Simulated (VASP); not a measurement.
A run of VASP 6.6.1 is set up as follows.

File INCAR:

```
PREC = Accurate
ENCUT = 520
EDIFF = 1E-7
ISMEAR = 0
SIGMA = 0.1
LREAL = F
LASPH = T
NELM = 100
ALGO = Normal
ISIF = 2
LWAVE = F
LCHARG = T
GGA = PE
LELF = T
LVHAR = T
NBANDS = 12
```

Contents of KPOINTS:

```
Automatic mesh
0
Gamma
  6 6 4
```

Contents of POSCAR:

```
AlH
1.0
    3.0321699775      0.0000000000      0.0000000000
   -1.5160849887      2.6259362291      0.0000000000
    0.0000000000      0.0000000000      4.8204763659
Al H
2 2
Direct
    0.6666666667      0.3333333333      0.7500000000
    0.3333333333      0.6666666667      0.2500000000
    0.0000000000      0.0000000000      0.0000000000
    0.0000000000      0.0000000000      0.5000000000
```

Potentials or basis: VASP PAW PBE potentials, release 64 (Al, H).

The run is started by

```sh
$ cat potpaw_PBE.64/Al/POTCAR potpaw_PBE.64/H/POTCAR > POTCAR
$ mpirun -np 1 vasp_std > vasp.out
```

Estimate the band gap on the k mesh.

zero (bands 4 and 5 overlap by 7.57 eV).

Estimate the pressure.

0.1 GPa.

Caveat: the k points lie up to 0.40 Å⁻¹ apart, too coarse for converged energies and pressures of a metal.
